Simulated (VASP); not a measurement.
Runs of VASP 6.6.1 on ZnS. The structure is that of space group F-43m (No. 216), or close to it. The cells are those of the table. 

```csv
cell,gap on the mesh (eV),pressure (GPa)
"a = 3.859 Å, angles 60.0°, 2 atoms",(c),-3.7
"a = 3.743 Å, angles 60.0°, 2 atoms",2.25,(a)
"a = 3.783 Å, angles 60.0°, 2 atoms",2.11,(b)
"a = 3.896 Å, angles 60.0°, 2 atoms",1.73,-5.4
```

Alike in all rows: task single point; level PBEsol; potentials or basis VASP PAW PBE potentials, release 64 (Zn, S); no spin polarisation; k mesh 6 × 6 × 6; cutoff (eV) 500; smearing gaussian 0.01 eV.

**Question.** Fill in the values left out.

**Answer.** (a) 3.2; (b) 0.5; (c) 1.85.

Caveats: the PAW data sets were made with another functional, which shifts forces and pressure a little.

